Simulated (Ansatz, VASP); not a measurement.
One calculation of Ni, two programs

```
Ni
1.0
    -1.43088    1.43088    1.43088
     1.43088   -1.43088    1.43088
     1.43088    1.43088   -1.43088
Ni
1
Direct
  0.00000 0.00000 0.00000
```

Alike in both runs: task single point; functional PBEsol; k mesh 18 × 18 × 18; occupations fermi-dirac, width 0.05 eV; collinear spin.

|  | VASP | Ansatz |
| --- | --- | --- |
| version | VASP 6.6.1 | Ansatz 0.2.0 |
| potentials or method | VASP PAW PBE potentials, release 64 (Ni), cutoff 600 eV | plane waves (420 eV) with PAW, scalar-relativistic |
| valence electrons in the cell | 10 | 18 |

Ansatz gave:

```
pressure (GPa)                                                : -19.1
net moment per atom (μB)                                      : 0.59
size of the moment on the site where the two differ most (μB) : 0.63
```

Q: Which values does VASP return?

A: Pressure (GPa): -19.0; net moment per atom (μB): 0.59; size of the moment on the site where the two differ most (μB): 0.60.

VASP's potentials were made for PBE, not for PBEsol, and Ansatz warns of the same on its side. Site moments also hang on the region over which each program counts them. VASP's potentials hold 10 valence electrons a cell and Ansatz's 18, so a difference there can come from the potentials and not from the codes.
